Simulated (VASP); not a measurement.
# PbF2 (R-3m) in VASP: a series of runs

PbF2 is run at these levels: PBE; tasks: relaxation of cell and atoms, relaxation of shape and atoms at fixed volume, single point.

All numbers are computed with VASP 6.6.1; they aren't measurements. Logs are shortened: lines on timing, memory, paths and dates and some standing lists are left out, and cuts for length are marked.

### 1 The cell of the first run

The typed cell holds 3 atoms: a = 4.244 Å, b = 4.244 Å, c = 4.244 Å, α = 59.97°, β = 59.97°, γ = 59.97°.

### 2 Relaxation of cell and atoms, PBE

File INCAR:

```
PREC = Accurate
ENCUT = 600
EDIFF = 1E-7
ISMEAR = 0
SIGMA = 0.05
LREAL = F
LASPH = T
NELM = 80
ALGO = Normal
ISIF = 3
LWAVE = F
LCHARG = F
GGA = PE
IBRION = 2
NSW = 50
EDIFFG = -0.01
```

File KPOINTS:

```
Automatic mesh
0
Gamma
  10 10 10
```

File POSCAR:

```
PbF2
1.0
    2.1210841894      1.2246085277      3.4660246807
   -2.1210841894      1.2246085277      3.4660246807
    0.0000000000     -2.4492170554      3.4660246807
Pb F
1 2
Direct
    0.0000000000      0.0000000000      0.0000000000
    0.2499510902      0.2499510902      0.2499510902
    0.7500489098      0.7500489098      0.7500489098
```

Potentials or basis: VASP PAW PBE potentials, release 64 (Pb_d, F).

Launch:

```bash
$ cat potpaw_PBE.64/Pb_d/POTCAR potpaw_PBE.64/F/POTCAR > POTCAR
$ mpirun -np 1 vasp_std > vasp.out
```

OUTCAR:

```text
PREC = Accurate
   ENCUT = 600
   EDIFF = 1E-7
   ISMEAR = 0
   LREAL = F
   LASPH = T
   NELM = 80
   ISIF = 3
   GGA = PE
   IBRION = 2
   NSW = 50
   EDIFFG = -0.01

 ion  position               nearest neighbor table
   1  0.000  0.000  0.000-   3 2.60   2 2.60   3 2.60   3 2.60   2 2.60   2 2.60   3 2.60   2 2.60

   2  0.250  0.250  0.250-   1 2.60   1 2.60   1 2.60   1 2.60
   3  0.750  0.750  0.750-   1 2.60   1 2.60   1 2.60   1 2.60

  LATTYP: Found a trigonal (rhomboedric) cell.
 ALAT       =     4.2440536368
 COS(alpha) =     0.5004441130

  Lattice vectors:

 A1 = (   2.1210841894,   1.2246085277,   3.4660246807)
 A2 = (  -2.1210841894,   1.2246085277,   3.4660246807)
 A3 = (   0.0000000000,  -2.4492170554,   3.4660246807)

Analysis of symmetry for initial positions (statically):
=====================================================================
 Subroutine PRICEL returns:
 Original cell was already a primitive cell.

 Routine SETGRP: Setting up the symmetry group for a
 trigonal (rhombohedral) supercell.

 Subroutine GETGRP returns: Found 12 space group operations
 (whereof 12 operations were pure point group operations)
 out of a pool of 12 trial point group operations.

The static configuration has the point symmetry D_3d.

Analysis of symmetry for dynamics (positions and initial velocities):
=====================================================================
 Subroutine PRICEL returns:
 Original cell was already a primitive cell.

 Routine SETGRP: Setting up the symmetry group for a
 trigonal (rhombohedral) supercell.

 Subroutine GETGRP returns: Found 12 space group operations
 (whereof 12 operations were pure point group operations)
 out of a pool of 12 trial point group operations.

The dynamic configuration has the point symmetry D_3d.

 Subroutine INISYM returns: Found 12 space group operations
 (whereof 12 operations are pure point group operations),
 and found     1 'primitive' translations

----------------------------------------------------------------------------------------

                                     Primitive cell

  volume of cell :      54.0179

  direct lattice vectors                    reciprocal lattice vectors
     2.121084189  1.224608528  3.466024681     0.235728503  0.136097914  0.096171656
    -2.121084189  1.224608528  3.466024681    -0.235728503  0.136097914  0.096171656
     0.000000000 -2.449217055  3.466024681     0.000000000 -0.272195829  0.096171656

  length of vectors
     4.244053637  4.244053637  4.244053637     0.288685914  0.288685914  0.288685914

  position of ions in fractional coordinates (direct lattice)
     0.000000000  0.000000000  0.000000000
     0.249951090  0.249951090  0.249951090
     0.750048910  0.750048910  0.750048910

  ion indices of the primitive-cell ions
   primitive index   ion index
                 1           1
                 2           2
                 3           3

----------------------------------------------------------------------------------------

 KPOINTS: Automatic mesh

Automatic generation of k-mesh.
 Grid dimensions read from file:
 generate k-points for:   10   10   10

 Generating k-lattice:

  Cartesian coordinates                     Fractional coordinates (reciprocal lattice)
     0.023572850  0.013609791  0.009617166     0.100000000  0.000000000 -0.000000000
    -0.023572850  0.013609791  0.009617166     0.000000000  0.100000000 -0.000000000
     0.000000000 -0.027219583  0.009617166    -0.000000000 -0.000000000  0.100000000

[... 52 lines left out ...]
   LSORBIT =      F    spin-orbit coupling
   LASPH  =      T    aspherical Exc in radial PAW
   ENCUT  =  600.0 eV  44.10 Ry    6.64 a.u.   8.48  8.48  8.48*2*pi/ulx,y,z
   NELM   =     80;   NELMIN=  2; NELMDL= -5     # of ELM steps
   EDIFF  = 0.1E-06   stopping-criterion for ELM
   LREAL  =      F    real-space projection
   EDIFFG = -.1E-01   stopping-criterion for IOM
   NSW    =     50    number of steps for IOM
   IBRION =      2    ionic relax: 0-MD 1-quasi-New 2-CG
   NFREE  =      1    steps in history (QN), initial steepest desc. (CG)
   ISIF   =      3    stress and relaxation
   ISYM   =      2    0-nonsym 1-usesym 2-fastsym
   POTIM  = 0.5000    time-step for ionic-motion
   TEBEG  =    0.0;   TEEND  =   0.0 temperature during run
   PSTRESS=    0.0 pullay stress
   NELECT =      28.0000    total number of electrons
   NUPDOWN=      -1.0000    fix difference up-down
   EMIN   =  10.00;   EMAX   =-10.00  energy-range for DOS
   EFERMI =   0.00;   METHOD = LEGACY
   ISMEAR =     0;   SIGMA  =   0.05  broadening in eV -4-tet -1-fermi 0-gaus
   EFERMI_NEDOS =   21; number of points for ismear=-14 and -15
   IALGO  =     38    algorithm
   IMIX   =      4    mixing-type and parameters
     AMIX     =   0.40;   BMIX     =  1.00
     AMIX_MAG =   1.60;   BMIX_MAG =  1.00
  volume/ion in A,a.u.               =      18.01       121.51
  Fermi-wavevector in a.u.,A,eV,Ry     =   1.315068  2.485118 23.529961  1.729403
  Thomas-Fermi vector in A             =   2.445276
   LORBIT       =      0    0 simple, 1 ext, 2 COOP (PROOUT), +10 PAW based schemes
   GGA     = PE    functional components
   LHFCALC =     F    Hartree Fock is set to
   AEXX    =    0.0000 exact exchange contribution
   IVDW    =     0    specifies the selected vdW correction
   LEPSILON=     F    determine dielectric tensor
   LRPA    =     F    only Hartree local field effects (RPA)
 conjugate gradient relaxation of ions
 non-spin polarized calculation
 Gauss-broadening in eV      SIGMA  =   0.05
  energy-cutoff  :      600.00
  volume of cell :       54.02
 maximum number of plane-waves:      1830
 NGX is ok and might be reduce to    36
   NGX = 17   NGY = 17   NGZ = 17

--------------------------------------- Ionic step        1  -------------------------------------------

 number of electron      27.9999997 magnetization

 Free energy of the ion-electron system (eV)
  ---------------------------------------------------
  ext. energy  EPLUGINS =         0.00000000
  ---------------------------------------------------
  free energy    TOTEN  =       -14.35426670 eV

  energy without entropy =      -14.35426670  energy(sigma->0) =      -14.35426670

------------------------ aborting loop because EDIFF is reached ----------------------------------------

  FORCE on cell =-STRESS in cart. coord.  units (eV):
  Direction    XX          YY          ZZ          XY          YZ          ZX
  --------------------------------------------------------------------------------------
  -------------------------------------------------------------------------------------
  Total       -0.0777560     -0.0777560     -0.0861003      0.0000000      0.0000000      0.0000000
  in kB       -2.3062489     -2.3062489     -2.5537429      0.0000000      0.0000000      0.0000000
  external PRESSURE =      -2.3887469 kB  Pullay stress =       0.0000000 kB

 VOLUME and BASIS-vectors are now :
 -----------------------------------------------------------------------------
  energy-cutoff  :      600.00
  volume of cell :       54.02
      direct lattice vectors                 reciprocal lattice vectors
     2.121084189  1.224608528  3.466024681     0.235728503  0.136097914  0.096171656
    -2.121084189  1.224608528  3.466024681    -0.235728503  0.136097914  0.096171656
     0.000000000 -2.449217055  3.466024681     0.000000000 -0.272195829  0.096171656

 POSITION                                       TOTAL-FORCE (eV/Angst)
 -----------------------------------------------------------------------------------
      0.00000      0.00000      0.00000         0.000000      0.000000      0.000000
      0.00000      0.00000      2.59901        -0.000000     -0.000000      0.000392
      0.00000      0.00000      7.79906        -0.000000      0.000000     -0.000392
 -----------------------------------------------------------------------------------
    total drift:                               -0.000000     -0.000000      0.000000

  FREE ENERGIE OF THE ION-ELECTRON SYSTEM (eV)
  ---------------------------------------------------
  free  energy   TOTEN  =       -14.3542666972 eV

  energy  without entropy=      -14.3542666972  energy(sigma->0) =      -14.35426670

--------------------------------------- Ionic step        2  -------------------------------------------

 number of electron      27.9999999 magnetization

 Free energy of the ion-electron system (eV)
  ---------------------------------------------------
  ext. energy  EPLUGINS =         0.00000000
  ---------------------------------------------------
  free energy    TOTEN  =       -14.35441554 eV

  energy without entropy =      -14.35441554  energy(sigma->0) =      -14.35441554

 E-fermi :   1.7867     XC(G=0):  -9.2425

 val. band max:        1.4815758595   @ k =  -0.2000   0.5000   0.2000
 cond. band min:       5.9088358972   @ k =   0.5000   0.5000   0.0000
 fundamental gap:      4.4272600377
 Fermi energy:         1.7867093310

 k-point     1 :       0.0000    0.0000    0.0000
  band No.  band energies     occupation
      1     -19.3449      2.00000
      2     -18.7818      2.00000
      3     -12.9142      2.00000
      4     -12.9142      2.00000
      5     -12.9142      2.00000
      6     -12.8708      2.00000
[... 481 lines left out ...]
      5     -12.8493      2.00000
      6     -12.8481      2.00000
[... 10 lines left out ...]
     17       9.0920      0.00000
     18      11.5652      0.00000

 [... further k-points ...]
[... 5 lines left out ...]
  --------------------------------------------------------------------------------------
  -------------------------------------------------------------------------------------
  Total        0.0078452      0.0078452      0.0017446      0.0000000      0.0000000      0.0000000
  in kB        0.2335954      0.2335954      0.0519462      0.0000000      0.0000000      0.0000000
  external PRESSURE =       0.1730457 kB  Pullay stress =       0.0000000 kB

 VOLUME and BASIS-vectors are now :
 -----------------------------------------------------------------------------
  energy-cutoff  :      600.00
  volume of cell :       53.81
      direct lattice vectors                 reciprocal lattice vectors
     2.118432018  1.223077296  3.461225730     0.236023623  0.136268302  0.096304997
    -2.118432018  1.223077296  3.461225730    -0.236023623  0.136268302  0.096304997
     0.000000000 -2.446154592  3.461225730     0.000000000 -0.272536605  0.096304997

 POSITION                                       TOTAL-FORCE (eV/Angst)
 -----------------------------------------------------------------------------------
      0.00000     -2.44615      3.46123        -0.000000     -0.000000     -0.000000
      0.00000      0.00000      2.59543         0.000000     -0.000000      0.000607
      0.00000      0.00000      7.78825         0.000000      0.000000     -0.000607
 -----------------------------------------------------------------------------------
    total drift:                                0.000000     -0.000000      0.000000

  FREE ENERGIE OF THE ION-ELECTRON SYSTEM (eV)
  ---------------------------------------------------
  free  energy   TOTEN  =       -14.3544155405 eV

  energy  without entropy=      -14.3544155405  energy(sigma->0) =      -14.35441554

 reached required accuracy - stopping structural energy minimisation
```

Wall time 6.5 min (1 thread of Intel Xeon 8259CL, shared host); peak memory 0.3 GiB.

What came out:

```yaml
Free_energy: -14.3544 eV
Relaxed_volume: 17.94 Å³/atom
Relaxed_cell: a = 4.238 Å, b = 4.238 Å, c = 4.238 Å, α = 59.98°, β = 59.98°, γ = 59.98°
Space_group_after_relaxing_to_0.1_Å: Fm-3m (No. 225)
Energy_gained_by_relaxing: 0.0 meV/atom
Ionic_steps: 2
Pressure_after_relaxing: 0.0 GPa
Band_gap_on_the_k_mesh: 4.43 eV (least direct gap 4.56 eV)
```

Step by step:
| step | energy change (eV) | largest force (eV/Å) | pressure (GPa) | volume (Å³) |
| --- | --- | --- | --- | --- |
| 1 | 0.0000 | 0.0004 | -0.24 | 54.02 |
| 2 | -0.0001 | 0.0006 | 0.02 | 53.81 |

Final structure:
```yaml
crystal:
  lattice:
    - [2.11843, 1.22308, 3.46123]
    - [-2.11843, 1.22308, 3.46123]
    - [0.00000, -2.44615, 3.46123]
  atoms:
    - { symbol: Pb, position: [0.00000, 0.00000, 0.00000] }
    - { symbol: F, position: [0.24995, 0.24995, 0.24995] }
    - { symbol: F, position: [0.75005, 0.75005, 0.75005] }
```

Levels at points of the mesh, in eV from the valence-band top:
```
           k point  band 11  band 12  band 13  band 14  band 15  band 16  band 17  band 18
(0.00, 0.00, 0.00)    -2.26    -1.77    -1.77    -1.77     6.74     6.75     6.75    10.56
(0.50, 0.00, 0.00)    -2.44    -1.94    -1.94     0.00     5.04     7.57     7.57    13.18
(0.50, 0.50, 0.00)    -1.37    -1.37    -1.36    -0.14     4.43     7.79     7.79     9.04
(0.50, 0.50, 0.50)    -2.44    -1.94    -1.94     0.00     5.04     7.57     7.57    13.18
```

Caveat: spin-orbit coupling is left out, which moves the levels of the heavy elements.

[end of part 1 of 3]
